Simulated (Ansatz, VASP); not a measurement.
**InAs: VASP beside Ansatz**

```
In As
1.0
     0.00000    3.14623    3.14623
     3.14623    0.00000    3.14623
     3.14623    3.14623    0.00000
In As
1 1
Direct
  0.00000 0.00000 0.00000
  0.25000 0.25000 0.25000
```

Change from the starting cell: hydrostatic strain +3.0%.

Alike in both runs: task single point; functional PBE; k mesh 8 × 8 × 8; occupations fermi-dirac, width 0.02 eV; no spin polarisation.

|  | VASP | Ansatz |
| --- | --- | --- |
| version | VASP 6.6.1 | Ansatz 0.2.0 |
| potentials or method | VASP PAW PBE potentials, release 64 (In_d, As) | plane waves, PAW |
| plane-wave cutoff (eV) | 520 | 420 |
| valence electrons in the cell | 18 | 28 |

```csv
,VASP,Ansatz,Ansatz less VASP
pressure (GPa),-2.2,-2.2,-0.03
```

The functional is the same, so the differences come from potentials, cutoffs and numerics. VASP's potentials hold 18 valence electrons a cell and Ansatz's 28, so a difference there can come from the potentials and not from the codes.
